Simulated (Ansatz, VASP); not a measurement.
## One calculation of Mg, two programs

The input INCAR:

```
PREC     = Accurate       # precision mode
ENCUT    = 520            # plane-wave cutoff, eV
EDIFF    = 1E-6           # SCF threshold, eV
ISMEAR   = 0              # smearing method
SIGMA    = 0.15           # smearing width, eV
LREAL    = F              # projectors in reciprocal space
LASPH    = T              # aspherical terms in the spheres
NELM     = 60             # most SCF steps
ALGO     = Normal         # electronic algorithm
ISIF     = 2              # what is computed and relaxed
LWAVE    = F              # write WAVECAR
LCHARG   = F              # write CHGCAR
GGA      = PE             # functional
NBANDS   = 7              # bands
```

The input KPOINTS:

```
regular mesh
0
Gamma
  18 18 18
```

Contents of POSCAR:

```
Mg
1.0
   -1.7927500000      1.7927500000      1.7730500000
    1.7927500000     -1.7927500000      1.7730500000
    1.7927500000      1.7927500000     -1.7730500000
Mg
1
Direct
    0.0000000000      0.0000000000      0.0000000000
```

Input for Ansatz:

```yaml
crystal:
  lattice:
    - [-1.79275, 1.79275, 1.77305]
    - [1.79275, -1.79275, 1.77305]
    - [1.79275, 1.79275, -1.77305]
  atoms:
    - { symbol: Mg, position: [0.0, 0.0, 0.0] }
basis:
  ecutwfc: 520.0
kpoints:
  mp_grid: { grid: [18, 18, 18] }
hamiltonian:
  xc: pbe
  pseudopotentials: { kind: paw }
scf:
  occupations: { method: gaussian, width: 0.15 }
output:
  forces: true
  stress: true
  eigenvalues: true
```

Alike in both runs: task single point; functional PBE; k mesh 18 × 18 × 18; occupations gaussian, width 0.15 eV; no spin polarisation.

|  | VASP | Ansatz |
| --- | --- | --- |
| version | VASP 6.6.1 | Ansatz 0.2.0 |
| potentials or method | VASP PAW PBE potentials, release 64 (Mg), cutoff 520 eV | scalar-relativistic, plane waves, PAW |
| valence electrons in the cell | 2 | 10 |

|  | VASP | Ansatz | Ansatz less VASP |
| --- | --- | --- | --- |
| gap on the k mesh at the Fermi level (eV) | none | none | - |
| pressure (GPa) | 0.1 | 0.2 | +0.12 |

A gap of «none» marks a metal or a gap that the smearing closes. With one functional, cell and mesh, what is left measures potentials, basis and numerics. VASP's potentials hold 2 valence electrons a cell and Ansatz's 10, so a difference there can come from the potentials and not from the codes.
